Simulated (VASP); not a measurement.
**LiBeS3: single point with PBE**

Crystal: LiBeS3.

```xyz
5
Lattice="3.6025 0.0000 0.0000 0.0000 3.6025 0.0000 0.0000 0.0000 7.3502" Properties=species:S:1:pos:R:3 pbc="T T T"
Li    1.8012    1.8012    4.8491
Be    0.0000    0.0000    7.0596
S     1.8012    0.0000    1.0799
S     0.0000    1.8012    1.0799
S     0.0000    0.0000    5.1022
```

```
Program             : VASP 6.6.1
Task                : single point
Functional          : PBE
Potentials or basis : VASP PAW PBE potentials, release 64 (Li_sv, Be, S)
Cutoff              : 520 eV
k mesh              : 6 × 6 × 4
Occupations         : gaussian, width 0.1 eV
Spin                : no spin polarisation
```

- Largest force: 0.011 eV/Å

Forces on the atoms (eV/Å):
```
Li   0.000  0.000  0.008
Be   0.000  0.000 -0.011
S    0.000  0.000 -0.001
S    0.000  0.000 -0.001
S    0.000  0.000  0.005
```

Levels at points of the mesh, in eV from the Fermi level:
```csv
k point,band 7,band 8,band 9,band 10,band 11,band 12,band 13,band 14,band 15,band 16
"(0.00, 0.00, 0.00)",-5.20,-2.32,-0.41,-0.41,0.09,2.35,2.35,2.48,3.45,5.61
"(0.50, 0.00, 0.00)",-3.27,-2.43,-2.37,-2.21,-1.58,-1.33,0.15,4.98,5.70,6.51
"(0.50, 0.50, 0.00)",-3.11,-3.11,-2.09,-2.09,-2.08,3.87,3.99,4.31,4.50,5.92
"(0.00, 0.00, 0.50)",-5.20,-2.87,-0.43,-0.43,0.08,2.36,2.36,2.46,5.10,5.56
"(0.50, 0.00, 0.50)",-3.27,-2.38,-2.21,-2.05,-2.05,-1.33,0.14,3.82,6.64,6.65
"(0.50, 0.50, 0.50)",-3.27,-3.27,-2.01,-1.82,-1.82,3.44,3.99,4.10,4.50,5.46
```

Run time: 79 s on 1 thread of Intel(R) Xeon(R) Platinum 8259CL CPU @ 2.50GHz (Skylake/Cascade Lake), with other jobs on the host, peak memory 0.22 GiB.
